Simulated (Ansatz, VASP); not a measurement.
# SrO: VASP beside Ansatz

Contents of INCAR:

```
SYSTEM = SrO
  PREC = Accurate
  ENCUT = 520
  EDIFF = 1E-6
  ISMEAR = 0
  SIGMA = 0.01
  LREAL = .FALSE.
  LASPH = .TRUE.
  NELM = 80
  ALGO = Normal
  ISIF = 2
  LWAVE = .FALSE.
  LCHARG = .FALSE.
  GGA = PS
  NBANDS = 24
```

File KPOINTS:

```
Automatic mesh
0
G
  6 6 4
  0 0 0
```

The input POSCAR:

```
SrO
1.0
    4.2700192687      0.0000000000      0.0000000000
   -2.1350096344      3.6979451613      0.0000000000
    0.0000000000      0.0000000000      5.1444717958
Sr O
2 2
Direct
    0.3333333333      0.6666666667      0.9375000000
    0.6666666667      0.3333333333      0.4375000000
    0.3333333333      0.6666666667      0.4375000000
    0.6666666667      0.3333333333      0.9375000000
```

Input for Ansatz:

```yaml
crystal:
  lattice:
    - [4.2700192687, 0.0, 0.0]
    - [-2.1350096344, 3.6979451613, 0.0]
    - [0.0, 0.0, 5.1444717958]
  atoms:
    - { symbol: Sr, position: [0.3333333333, 0.6666666667, 0.9375] }
    - { symbol: Sr, position: [0.6666666667, 0.3333333333, 0.4375] }
    - { symbol: O, position: [0.3333333333, 0.6666666667, 0.4375] }
    - { symbol: O, position: [0.6666666667, 0.3333333333, 0.9375] }
kpoints:
  mp_grid: { grid: [6, 6, 4] }
hamiltonian:
  xc: pbesol
scf:
  occupations: { method: fixed }
  n_extra_bands: 5
output:
  forces: true
  stress: true
  eigenvalues: true
```

Alike in both runs: task single point; functional PBEsol; k mesh 6 × 6 × 4; no spin polarisation.

```csv
,VASP,Ansatz
version,VASP 6.6.1,Ansatz 0.2.0
potentials or method,"VASP PAW PBE potentials, release 64 (Sr_sv, O)","plane waves, PAW"
plane-wave cutoff (eV),520,420
occupations,"gaussian, width 0.01 eV",fixed
valence electrons in the cell,32,32
```

|  | VASP | Ansatz | Ansatz less VASP |
| --- | --- | --- | --- |
| gap on the k mesh at the Fermi level (eV) | 2.51 | 2.53 | +0.020 |
| pressure (GPa) | -1.2 | -1.7 | -0.50 |

VASP's potentials were made for PBE, not for PBEsol.
